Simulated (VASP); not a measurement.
# Pb: single point with r2SCAN

Pb:

```xyz
1
Lattice="0.0000 2.4946 2.4946 2.4946 0.0000 2.4946 2.4946 2.4946 0.0000" Properties=species:S:1:pos:R:3 pbc="T T T"
Pb    0.0000    0.0000    0.0000
```

| Property | Result |
| --- | --- |
| Program | VASP 6.6.1 |
| Task | single point |
| Functional | r2SCAN |
| Potentials or basis | VASP PAW PBE potentials, release 64 (Pb_d) |
| Cutoff | 520 eV |
| k mesh | 5 × 5 × 5 |
| Occupations | fermi-dirac, width 0.1 eV |
| Spin | no spin polarisation |
| Dipole correction | no |
| Further INCAR settings | ALGO = Normal; EDIFF = 1e-06; NBANDS = 13 |

* Pressure: -0.4 GPa
* Band gap on the k mesh: zero (band 7 reaches 14.50 eV, above the bottom of band 8 at 6.40 eV)

Levels at points of the mesh, in eV from the Fermi level:
```csv
k point,band 3,band 4,band 5,band 6,band 7,band 8,band 9,band 10,band 11,band 12
"(0.00, 0.00, 0.00)",-17.45,-17.31,-17.31,-11.87,7.81,7.81,7.81,10.68,12.26,13.19
```

Run time: 19 s on 1 thread of Intel(R) Xeon(R) Platinum 8488C (Sapphire Rapids) (shared host), peak memory 0.15 GiB.

Caveat: the k points lie up to 0.44 Å⁻¹ apart; the PAW data sets were made with another functional, which shifts forces and pressure a little; spin-orbit coupling is left out, which moves the levels of the heavy elements.
